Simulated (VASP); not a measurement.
Write the native input for VASP 6.6.1 that does the following.

- Task: single point
- Functional: PBE
- Potentials or basis: VASP PAW PBE potentials, release 64 (Au)
- Cutoff: 520 eV
- k mesh: 10 × 10 × 10
- Occupations: fermi-dirac, width 0.05 eV
- Spin: no spin polarisation
- Dipole correction: no
- Further INCAR settings: ALGO = Normal; EDIFF = 1e-06; NBANDS = 12

The structure of Au lies in POSCAR:

```
Au
1.0
    2.7666119212      0.0000000000      0.0000000000
    0.0000000000      2.7666119212      0.0000000000
    0.0000000000      0.0000000000      2.7666119212
Au
1
Direct
    0.5000000000      0.5000000000      0.5000000000
```

The input as run:

INCAR

```
SYSTEM = Au
  ALGO = Normal
  EDIFF = 1E-6
  ENCUT = 520
  GGA = PE
  ISIF = 2
  ISMEAR = -1
  LASPH = .TRUE.
  LCHARG = .FALSE.
  LREAL = .FALSE.
  LWAVE = .FALSE.
  NBANDS = 12
  NELM = 100
  PREC = Accurate
  SIGMA = 0.05
```

KPOINTS

```
k-points
0
G
  10 10 10
  0 0 0
```

Potentials or basis: VASP PAW PBE potentials, release 64 (Au).

The run is started by

```console
$ cat potpaw_PBE.64/Au/POTCAR > POTCAR
$ mpirun -np 1 vasp_std > vasp.out
```

It gave:

* Pressure: -1.9 GPa

It took 5.9 s on 1 thread of AMD EPYC 9R45 96-Core Processor (Zen 5) (shared host), peak memory 0.11 GiB.
